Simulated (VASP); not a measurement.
# Ga3BAs4 (I-42m) in VASP: a series of runs

The runs below take Ga3BAs4 through relaxation of cell and atoms, single point, with PBE.

All numbers are computed with VASP 6.6.1; they aren't measurements. Logs are shortened: lines on timing, memory, paths and dates and some standing lists are left out, and cuts for length are marked.

### Step 1. The cell of the first run

It takes space group I-42m (No. 121, tetragonal). The conventional cell has a = 5.416 Å, b = 5.416 Å, c = 10.832 Å, α = 90.00°, β = 90.00°, γ = 90.00°. Within 3.1 Å of Ga (site symmetry -42m) lie 4 As at 2.35 Å. Within 3.1 Å of Ga (site symmetry -4) lie 4 As at 2.35 Å. Within 3.1 Å of B (site symmetry -42m) lie 4 As at 2.35 Å. As (site symmetry m) has 3 Ga at 2.35 Å and 1 B at 2.35 Å within 3.1 Å.

### Step 2. Relaxation of cell and atoms, PBE

File INCAR:

```
SYSTEM = Ga3BAs4
  PREC = Accurate
  ENCUT = 600
  EDIFF = 1E-6
  ISMEAR = 0
  SIGMA = 0.1
  LREAL = .FALSE.
  LASPH = .TRUE.
  NELM = 80
  ALGO = Normal
  ISIF = 3
  LWAVE = .FALSE.
  LCHARG = .FALSE.
  GGA = PE
  IBRION = 2
  NSW = 90
  EDIFFG = -0.04
```

File KPOINTS:

```
regular mesh
0
G
  4 4 4
  0 0 0
```

File POSCAR:

```
Ga3BAs4
1.0
   -2.7078789600      2.7078789600      5.4157579200
    2.7078789600     -2.7078789600      5.4157579200
    2.7078789600      2.7078789600     -5.4157579200
Ga B As
3 1 4
Direct
    0.0000000000      0.0000000000      0.0000000000
    0.2500000000      0.7500000000      0.5000000000
    0.7500000000      0.2500000000      0.5000000000
    0.5000000000      0.5000000000      0.0000000000
    0.6250000000      0.6250000000      0.5000000000
    0.1250000000      0.1250000000      0.5000000000
    0.8750000000      0.3750000000      0.0000000000
    0.3750000000      0.8750000000      0.0000000000
```

Potentials or basis: VASP PAW PBE potentials, release 64 (Ga_d, B, As).

Run with:

```
> cat potpaw_PBE.64/Ga_d/POTCAR potpaw_PBE.64/B/POTCAR potpaw_PBE.64/As/POTCAR > POTCAR
> mpirun -np 1 vasp_std > vasp.out
```

OUTCAR:

```text
SYSTEM = Ga3BAs4
   PREC = Accurate
   ENCUT = 600
   EDIFF = 1E-6
   ISMEAR = 0
   LREAL = .FALSE.
   LASPH = .TRUE.
   NELM = 80
   ISIF = 3
   GGA = PE
   IBRION = 2
   NSW = 90
   EDIFFG = -0.04

 ion  position               nearest neighbor table
   1  0.000  0.000  0.000-   6 2.35   7 2.35   8 2.35   5 2.35
   2  0.250  0.750  0.500-   5 2.35   6 2.35   8 2.35   7 2.35
   3  0.750  0.250  0.500-   5 2.35   6 2.35   7 2.35   8 2.35
   4  0.500  0.500  0.000-   5 2.35   7 2.35   8 2.35   6 2.35
   5  0.625  0.625  0.500-   1 2.35   2 2.35   3 2.35   4 2.35
   6  0.125  0.125  0.500-   2 2.35   3 2.35   4 2.35   1 2.35
   7  0.875  0.375  0.000-   1 2.35   2 2.35   4 2.35   3 2.35
   8  0.375  0.875  0.000-   1 2.35   3 2.35   4 2.35   2 2.35

  LATTYP: Found a body centered tetragonal cell.
 ALAT       =     5.4157579200
 C/A-ratio  =     2.0000000000

  Lattice vectors:

 A1 = (  -2.7078789600,   2.7078789600,   5.4157579200)
 A2 = (   2.7078789600,  -2.7078789600,   5.4157579200)
 A3 = (   2.7078789600,   2.7078789600,  -5.4157579200)

Analysis of symmetry for initial positions (statically):
=====================================================================
 Subroutine PRICEL returns:
 Original cell was already a primitive cell.

 Routine SETGRP: Setting up the symmetry group for a
 body centered tetragonal supercell.

 Subroutine GETGRP returns: Found  8 space group operations
 (whereof  8 operations were pure point group operations)
 out of a pool of 16 trial point group operations.

The static configuration has the point symmetry D_2d.

Analysis of symmetry for dynamics (positions and initial velocities):
=====================================================================
 Subroutine PRICEL returns:
 Original cell was already a primitive cell.

 Routine SETGRP: Setting up the symmetry group for a
 body centered tetragonal supercell.

 Subroutine GETGRP returns: Found  8 space group operations
 (whereof  8 operations were pure point group operations)
 out of a pool of 16 trial point group operations.

The dynamic configuration has the point symmetry D_2d.

 Subroutine INISYM returns: Found  8 space group operations
 (whereof  8 operations are pure point group operations),
 and found     1 'primitive' translations

----------------------------------------------------------------------------------------

                                     Primitive cell

  volume of cell :     158.8465

  direct lattice vectors                    reciprocal lattice vectors
    -2.707878960  2.707878960  5.415757920     0.000000000  0.184646362  0.092323181
     2.707878960 -2.707878960  5.415757920     0.184646362  0.000000000  0.092323181
     2.707878960  2.707878960 -5.415757920     0.184646362  0.184646362  0.000000000

  length of vectors
     6.632921737  6.632921737  6.632921737     0.206440909  0.206440909  0.261129390

  position of ions in fractional coordinates (direct lattice)
     0.000000000  0.000000000  0.000000000
     0.250000000  0.750000000  0.500000000
     0.750000000  0.250000000  0.500000000
     0.500000000  0.500000000  0.000000000
     0.625000000  0.625000000  0.500000000
     0.125000000  0.125000000  0.500000000
     0.875000000  0.375000000  0.000000000
     0.375000000  0.875000000  0.000000000

  ion indices of the primitive-cell ions
   primitive index   ion index
                 1           1
                 2           2
                 3           3
                 4           4
                 5           5
                 6           6
                 7           7
                 8           8

----------------------------------------------------------------------------------------

 KPOINTS: regular mesh

Automatic generation of k-mesh.
 Grid dimensions read from file:
 generate k-points for:    4    4    4

 Generating k-lattice:

  Cartesian coordinates                     Fractional coordinates (reciprocal lattice)
     0.000000000  0.046161591  0.023080795     0.250000000  0.000000000  0.000000000
     0.046161591  0.000000000  0.023080795     0.000000000  0.250000000  0.000000000
     0.046161591  0.046161591  0.000000000     0.000000000  0.000000000  0.250000000

  Length of vectors
     0.051610227  0.051610227  0.065282348

  Shift w.r.t. Gamma in fractional coordinates (k-lattice)
     0.000000000  0.000000000  0.000000000

 Subroutine IBZKPT returns following result:
 ===========================================

 Found     13 irreducible k-points:

 Following reciprocal coordinates:
            Coordinates               Weight
  0.000000  0.000000  0.000000      1.000000
  0.250000  0.000000  0.000000      8.000000
  0.500000  0.000000  0.000000      4.000000
  0.250000  0.250000  0.000000      8.000000
  0.500000  0.250000  0.000000     16.000000
 -0.250000  0.250000  0.000000      4.000000
  0.500000  0.500000  0.000000      2.000000
  0.250000  0.250000  0.250000      2.000000
 -0.250000  0.250000  0.250000      4.000000
  0.500000  0.500000  0.250000      4.000000
 -0.250000  0.500000  0.250000      8.000000
 -0.250000 -0.250000  0.250000      2.000000
  0.500000  0.500000  0.500000      1.000000
   k-points           NKPTS =     13   k-points in BZ     NKDIM =     13   number of bands    NBANDS=     37
   number of dos      NEDOS =    301   number of ions     NIONS =      8
   total plane-waves  NPLWV = 157464
   dimension x,y,z NGX =    54 NGY =   54 NGZ =   54
   dimension x,y,z NGXF=   108 NGYF=  108 NGZF=  108
   ions per type =               3   1   4
   NGX,Y,Z   is equivalent  to a cutoff of  13.53, 13.53, 13.53 a.u.
   NGXF,Y,Z  is equivalent  to a cutoff of  27.07, 27.07, 27.07 a.u.
 SYSTEM =  Ga3BAs4
   PREC   = accura    normal or accurate (medium, high low for compatibility)
   ISTART =      0    job   : 0-new  1-cont  2-samecut
   ICHARG =      2    charge: 1-file 2-atom 10-const
   ISPIN  =      1    spin polarized calculation?
   LNONCOLLINEAR =      F non collinear calculations
   LSORBIT =      F    spin-orbit coupling
   LASPH  =      T    aspherical Exc in radial PAW
   ENCUT  =  600.0 eV  44.10 Ry    6.64 a.u.  13.25 13.25 13.25*2*pi/ulx,y,z
   NELM   =     80;   NELMIN=  2; NELMDL= -5     # of ELM steps
   EDIFF  = 0.1E-05   stopping-criterion for ELM
   LREAL  =      F    real-space projection
   EDIFFG = -.4E-01   stopping-criterion for IOM
   NSW    =     90    number of steps for IOM
   IBRION =      2    ionic relax: 0-MD 1-quasi-New 2-CG
   NFREE  =      1    steps in history (QN), initial steepest desc. (CG)
   ISIF   =      3    stress and relaxation
   ISYM   =      2    0-nonsym 1-usesym 2-fastsym
   POTIM  = 0.5000    time-step for ionic-motion
   TEBEG  =    0.0;   TEEND  =   0.0 temperature during run
   PSTRESS=    0.0 pullay stress
   NELECT =      62.0000    total number of electrons
   NUPDOWN=      -1.0000    fix difference up-down
   EMIN   =  10.00;   EMAX   =-10.00  energy-range for DOS
   EFERMI =   0.00;   METHOD = LEGACY
   ISMEAR =     0;   SIGMA  =   0.10  broadening in eV -4-tet -1-fermi 0-gaus
   EFERMI_NEDOS =   21; number of points for ismear=-14 and -15
   IALGO  =     38    algorithm
   IMIX   =      4    mixing-type and parameters
     AMIX     =   0.40;   BMIX     =  1.00
     AMIX_MAG =   1.60;   BMIX_MAG =  1.00
  volume/ion in A,a.u.               =      19.86       133.99
  Fermi-wavevector in a.u.,A,eV,Ry     =   1.196408  2.260884 19.475288  1.431393
  Thomas-Fermi vector in A             =   2.332350
   LORBIT       =      0    0 simple, 1 ext, 2 COOP (PROOUT), +10 PAW based schemes
   GGA     = PE    functional components
   LHFCALC =     F    Hartree Fock is set to
   AEXX    =    0.0000 exact exchange contribution
   IVDW    =     0    specifies the selected vdW correction
   LEPSILON=     F    determine dielectric tensor
   LRPA    =     F    only Hartree local field effects (RPA)
 conjugate gradient relaxation of ions
 non-spin polarized calculation
 Gauss-broadening in eV      SIGMA  =   0.10
  energy-cutoff  :      600.00
  volume of cell :      158.85
 maximum number of plane-waves:      5340
 NGX is ok and might be reduce to    54
   NGX = 27   NGY = 27   NGZ = 27

--------------------------------------- Ionic step        1  -------------------------------------------

 number of electron      61.9999999 magnetization

 Free energy of the ion-electron system (eV)
  ---------------------------------------------------
  ext. energy  EPLUGINS =         0.00000000
  ---------------------------------------------------
  free energy    TOTEN  =       -34.05262641 eV

  energy without entropy =      -34.05262641  energy(sigma->0) =      -34.05262641

 E-fermi :   5.0246     XC(G=0):  -9.8952

 val. band max:        4.6047817089   @ k =   0.0000   0.0000   0.0000
 cond. band min:       5.4573144244   @ k =   0.5000   0.5000   0.0000
 fundamental gap:      0.8525327155
 Fermi energy:         5.0246104853

 k-point     1 :       0.0000    0.0000    0.0000
  band No.  band energies     occupation
      1     -10.5778      2.00000
      2     -10.5717      2.00000
      3     -10.5717      2.00000
      4     -10.4463      2.00000
      5     -10.4363      2.00000
      6     -10.4363      2.00000
[... 842 lines left out ...]
  energy  without entropy=      -35.6360328277  energy(sigma->0) =      -35.63603284

--------------------------------------- Ionic step        9  -------------------------------------------

 number of electron      62.0000001 magnetization

 Free energy of the ion-electron system (eV)
  ---------------------------------------------------
  ext. energy  EPLUGINS =         0.00000000
  ---------------------------------------------------
  free energy    TOTEN  =       -35.63726200 eV

  energy without entropy =      -35.63726193  energy(sigma->0) =      -35.63726196

 E-fermi :   4.4682     XC(G=0):  -9.6826

 val. band max:        4.1389509375   @ k =   0.0000   0.0000   0.0000
 cond. band min:       4.7871194547   @ k =   0.0000   0.0000   0.0000
 fundamental gap:      0.6481685172
 Fermi energy:         4.4681500043

 k-point     1 :       0.0000    0.0000    0.0000
  band No.  band energies     occupation
      1     -10.8104      2.00000
      2     -10.8104      2.00000
      3     -10.8057      2.00000
      4     -10.7571      2.00000
      5     -10.7136      2.00000
      6     -10.7094      2.00000
[... 544 lines left out ...]
  FREE ENERGIE OF THE ION-ELECTRON SYSTEM (eV)
  ---------------------------------------------------
  free  energy   TOTEN  =       -35.6372619953 eV

  energy  without entropy=      -35.6372619270  energy(sigma->0) =      -35.63726196

 reached required accuracy - stopping structural energy minimisation
```

Run time: 24 min. Hardware: 1 thread of Intel Xeon 8259CL, shared host; peak memory 0.48 GiB.

Results:

```yaml
Free_energy: -35.6373 eV
Relaxed_volume: 20.90 Å³/atom
Relaxed_cell: a = 6.732 Å, b = 6.732 Å, c = 6.732 Å, α = 131.57°, β = 131.57°, γ = 70.91°
Space_group_after_relaxing_to_0.1_Å: I-42m (No. 121)
Energy_gained_by_relaxing: 198.1 meV/atom
Ionic_steps: 9
Pressure_after_relaxing: -0.1 GPa
Largest_force_after_relaxing: 0.040 eV/Å
Band_gap_on_the_k_mesh: 0.65 eV
```

Forces in eV/Å, atoms in the order of the input:
```
Ga   0.000  0.000  0.000
Ga   0.000  0.000  0.000
Ga   0.000  0.000  0.000
B    0.000  0.000  0.000
As  -0.020 -0.020  0.028
As   0.020  0.020  0.028
As   0.020 -0.020 -0.028
As  -0.020  0.020 -0.028
```

Step by step:
| step | energy change (eV) | largest force (eV/Å) | pressure (GPa) | volume (Å³) |
| --- | --- | --- | --- | --- |
| 1 | 0.0000 | 2.6713 | 7.00 | 158.85 |
| 2 | -1.0720 | 1.1460 | -4.10 | 179.62 |
| 3 | -1.0721 | 1.1413 | -4.14 | 179.71 |
| 4 | -1.5244 | 0.4316 | -1.72 | 171.19 |
| 5 | -1.5722 | 0.2736 | -0.25 | 167.64 |
| 6 | -1.5725 | 0.2597 | -0.38 | 167.88 |
| 7 | -1.5830 | 0.0904 | 0.12 | 166.72 |
| 8 | -1.5834 | 0.0648 | 0.29 | 166.41 |
| 9 | -1.5846 | 0.0395 | -0.09 | 167.23 |

Final structure:
```cif
data_structure
_symmetry_space_group_name_H-M 'P 1'
_symmetry_Int_Tables_number 1
_cell_length_a 6.7318
_cell_length_b 6.7318
_cell_length_c 6.7318
_cell_angle_alpha 131.569
_cell_angle_beta 131.569
_cell_angle_gamma 70.910
_cell_volume 167.23
loop_
_atom_site_label
_atom_site_type_symbol
_atom_site_fract_x
_atom_site_fract_y
_atom_site_fract_z
_atom_site_occupancy
Ga1 Ga 0.00000 0.00000 0.00000 1
Ga2 Ga 0.25000 0.75000 0.50000 1
Ga3 Ga 0.75000 0.25000 0.50000 1
B1 B 0.50000 0.50000 0.00000 1
As1 As 0.60577 0.60577 0.44139 1
As2 As 0.16438 0.16438 0.55861 1
As3 As 0.83562 0.39423 0.00000 1
As4 As 0.39423 0.83562 0.00000 1
```

Levels at points of the mesh, in eV from the valence-band top:
| k point | band 27 | band 28 | band 29 | band 30 | band 31 | band 32 | band 33 | band 34 | band 35 | band 36 |
| --- | --- | --- | --- | --- | --- | --- | --- | --- | --- | --- |
| (0.00, 0.00, 0.00) | -2.62 | -2.62 | -0.11 | 0.00 | 0.00 | 0.65 | 1.19 | 1.38 | 3.21 | 3.21 |
| (0.50, 0.00, 0.00) | -2.50 | -2.27 | -2.18 | -1.51 | -1.13 | 2.63 | 2.91 | 3.04 | 3.40 | 3.47 |
| (0.50, 0.50, 0.00) | -1.56 | -1.41 | -1.11 | -0.95 | -0.79 | 0.76 | 1.06 | 2.23 | 3.15 | 3.85 |
| (0.50, 0.50, 0.50) | -2.57 | -1.91 | -1.91 | -1.51 | -1.51 | 1.29 | 1.36 | 1.53 | 1.53 | 1.81 |

Caveat: semilocal functionals underestimate gaps, and a narrow one can read as zero. A k mesh can miss the band edges.

(Part 1 of 2 ends here.)
